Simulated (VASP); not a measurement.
Te, 1 atom in the cell. Symmetry: R-3m, No. 166, trigonal system. The conventional cell has a = 4.386 Å, b = 4.386 Å, c = 5.419 Å, α = 90.00°, β = 90.00°, γ = 120.00°. Within 4.1 Å of Te (site symmetry -3m) lie 6 Te at 3.11 Å.  This cell differs from its parent crystal: volume 30.090 Å^3 an atom, c/a of the conventional cell 1.2356.

| Item | Value |
| --- | --- |
| Program | VASP 6.6.1 |
| Task | single point |
| Functional | PBE |
| Potentials or basis | VASP PAW PBE potentials, release 64 (Te) |
| Cutoff | 520 eV |
| k mesh | 15 × 15 × 15 |
| Occupations | gaussian, width 0.15 eV |
| Spin | no spin polarisation |
| Dipole correction | no |
| Further INCAR settings | ALGO = Normal; EDIFF = 1e-06; NBANDS = 9 |

Potentials or basis: VASP PAW PBE potentials, release 64 (Te).

Run with:

```sh
$ cat potpaw_PBE.64/Te/POTCAR > POTCAR
$ mpirun -np 1 vasp_std > vasp.out
```

Hardware: 1 thread of Intel Xeon 8259CL, on a shared host.

Question: Estimate the wall time of this run.

Answer: Wall time 55 s on 1 thread of Intel Xeon 8259CL (shared host), peak memory 0.21 GiB. Counts: scf iterations 10, k points 344.
